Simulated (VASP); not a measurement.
**TiAl3: single point with PBEsol**

The system is TiAl3.

```
Ti Al
1.0
    -1.91111    1.91111    4.19506
     1.91111   -1.91111    4.19506
     1.91111    1.91111   -4.19506
Ti Al
1 3
Direct
  0.00000 0.00000 0.00000
  0.25000 0.75000 0.50000
  0.75000 0.25000 0.50000
  0.50000 0.50000 0.00000
```

```
Program                : VASP 6.6.1
Task                   : single point
Functional             : PBEsol
Potentials or basis    : VASP PAW PBE potentials, release 64 (Ti_sv, Al)
Cutoff                 : 520 eV
k mesh                 : 10 × 10 × 10
Occupations            : fermi-dirac, width 0.05 eV
Spin                   : no spin polarisation
Dipole correction      : no
Further INCAR settings : ALGO = Normal; EDIFF = 1e-06; NBANDS = 18
```

- Pressure: 1.8 GPa

Stress tensor (GPa, compression positive):
```
0.54 0.00 0.00
0.00 0.54 0.00
0.00 0.00 4.21
```

Levels at points of the mesh, in eV from the Fermi level:
```csv
k point,band 7,band 8,band 9,band 10,band 11,band 12,band 13,band 14,band 15,band 16
"(0.00, 0.00, 0.00)",-2.50,-1.50,-1.31,-1.31,0.83,1.70,1.70,2.23,2.52,3.99
"(0.50, 0.00, 0.00)",-3.63,-2.85,-1.13,-0.22,0.48,1.81,2.04,2.81,3.09,4.63
"(0.50, 0.50, 0.00)",-4.43,-3.80,-2.76,-2.17,-0.96,1.77,1.95,2.87,2.96,3.39
"(0.50, 0.50, 0.50)",-2.12,-1.01,-1.01,-0.25,0.70,0.70,0.98,3.13,4.93,6.25
```

Wall time 4.2 min on 1 thread of Intel Xeon 8259CL (shared host), peak memory 0.3 GiB.

Caveat: the PAW data sets were made with another functional, which shifts forces and pressure a little.
